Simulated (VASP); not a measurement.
Input of a VASP 6.6.1 run:

File INCAR:

```
SYSTEM = HfB2
PREC = Accurate
ENCUT = 500
EDIFF = 1E-6
ISMEAR = 0
SIGMA = 0.1
LREAL = .FALSE.
LASPH = .TRUE.
NELM = 200
ALGO = Normal
ISIF = 2
LWAVE = .FALSE.
LCHARG = .TRUE.
LMAXMIX = 4
LDAU = .TRUE.
LDAUTYPE = 1
LDAUL = 2 -1
LDAUU = 8.3 0
LDAUJ = 0.94 0
LDAUPRINT = 1
GGA = RE
LELF = .TRUE.
LVHAR = .TRUE.
NBANDS = 15
GGA_COMPAT = .FALSE.
```

File KPOINTS:

```
Automatic mesh
0
G
  4 4 4
  0 0 0
```

The input POSCAR:

```
HfB2
1.0
    3.1326790839      0.0000000000      0.0000000000
   -1.5663395419      2.7129796685      0.0000000000
    0.0000000000      0.0000000000      3.4792139900
Hf B
1 2
Direct
    0.0000000000      0.0000000000      0.0000000000
    0.3333333333      0.6666666667      0.5000000000
    0.6666666667      0.3333333333      0.5000000000
```

Potentials or basis: VASP PAW PBE potentials, release 64 (Hf_pv, B).

Command:

```console
$ cat potpaw_PBE.64/Hf_pv/POTCAR potpaw_PBE.64/B/POTCAR > POTCAR
$ mpirun -np 1 vasp_std > vasp.out
```

(1) What does it give for the band gap on the k mesh?

(2) Predict the pressure.

Answers

(1) zero (band 8 reaches 9.36 eV, above the bottom of band 9 at 9.27 eV).

(2) 28.0 GPa.

Caveat: the k points lie up to 0.58 Å⁻¹ apart; the PAW data sets were made with another functional, which shifts forces and pressure a little; spin-orbit coupling is left out, which moves the levels of the heavy elements; U without spin polarisation on a metal has little footing; the U is typed as a test and isn't derived for this compound.
